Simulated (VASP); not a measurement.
Fe3Cl:

```xyz
4
Lattice="-1.8740 1.8740 4.1861 1.8740 -1.8740 4.1861 1.8740 1.8740 -4.1861" Properties=species:S:1:pos:R:3 pbc="T T T"
Fe    0.0000    0.0000    4.1861
Fe    1.8740    0.0000    2.0930
Fe    0.0000    1.8740    2.0930
Cl    0.0000    0.0000    0.0000
```

```yaml
Program: VASP 6.6.1
Task: relaxation of cell and atoms
Functional: PBE
Potentials_or_basis: VASP PAW PBE potentials, release 64 (Fe, Cl)
Cutoff: 600 eV
k_mesh: 6 × 6 × 6
Occupations: gaussian, width 0.1 eV
Spin: collinear spin, ferromagnetic start
Starting_moments: "[3.21, 3.23, 3.23, 0.16] μB"
```

At the start: pressure -6.0 GPa; volume 14.70 Å³/atom.

Problem. Where does the relaxation end?

Solution. Over 6 steps the energy falls by 26.6 meV/atom and the volume is 13.72 Å³/atom (-6.7 %); space group I4/mmm (No. 139, to 0.05 Å); moment 8.87 μB per cell.

The path:
```csv
step,energy change (eV),largest force (eV/Å),pressure (GPa),volume (Å³)
1,0.0000,0.0000,-6.03,58.80
2,-0.0948,0.0000,0.40,54.22
3,-0.0949,0.0000,0.16,54.35
4,-0.0967,0.0000,0.16,54.41
5,-0.1013,0.0000,0.22,54.57
6,-0.1065,0.0000,0.31,54.87
```

Final structure:
```xyz
4
Lattice="-1.7884 1.7884 4.2891 1.7884 -1.7884 4.2891 1.7884 1.7884 -4.2891" Properties=species:S:1:pos:R:3 pbc="T T T"
Fe    0.0000    0.0000    4.2891
Fe    1.7884    0.0000    2.1445
Fe    0.0000    1.7884    2.1445
Cl    1.7884   -1.7884    4.2891
```

Caveat: the k points lie up to 0.41 Å⁻¹ apart in the final cell; only a ferromagnetic start was run, and an antiferromagnetic order may lie lower in energy.
